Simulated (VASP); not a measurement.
Crystal: VH.

```
V H
1.0
     2.90415    0.00000    0.00000
     0.00000    2.90415    0.00000
     0.00000    0.00000    3.66965
V H
2 2
Direct
  0.00000 0.50000 0.23510
  0.50000 0.00000 0.76490
  0.00000 0.00000 0.00000
  0.50000 0.50000 0.00000
```

* Program: VASP 6.6.1
* Task: relaxation of cell and atoms
* Functional: PBE
* Potentials or basis: VASP PAW PBE potentials, release 64 (V_sv, H)
* Cutoff: 600 eV
* k mesh: 6 × 6 × 6
* Occupations: gaussian, width 0.1 eV
* Spin: no spin polarisation

At the start: pressure 20.2 GPa; volume 7.74 Å³/atom.

Q: Where does the relaxation end?

A: Over 11 steps the energy falls by 211.7 meV/atom and the volume is 7.88 Å³/atom (+1.9 %); space group P4/nmm (No. 129, to 0.05 Å).

Step by step:
```tsv
step	energy change (eV)	largest force (eV/Å)	pressure (GPa)	volume (Å³)
1	0.0000	3.1058	20.17	30.95
2	-0.5365	0.2727	-13.78	35.47
3	-0.5959	0.4671	-7.91	34.24
4	-0.6981	0.1326	-2.24	32.69
5	-0.7103	0.4175	0.56	32.07
6	-0.7613	0.2559	1.35	31.78
7	-0.8329	0.1365	5.23	30.80
8	-0.8250	0.0945	-4.14	32.20
9	-0.8455	0.0264	0.75	31.42
10	-0.8455	0.0285	0.90	31.40
11	-0.8467	0.0132	0.18	31.54
```

Final structure:
```
CELL_PARAMETERS angstrom
3.16418 0.00000 0.00000
0.00000 3.16418 0.00000
0.00000 0.00000 3.14973
ATOMIC_POSITIONS crystal
V 0.00000 0.50000 0.26596
V 0.50000 0.00000 0.73404
H 0.00000 0.00000 0.00000
H 0.50000 0.50000 0.00000
```

Caveat: the k points lie up to 0.33 Å⁻¹ apart in the final cell.
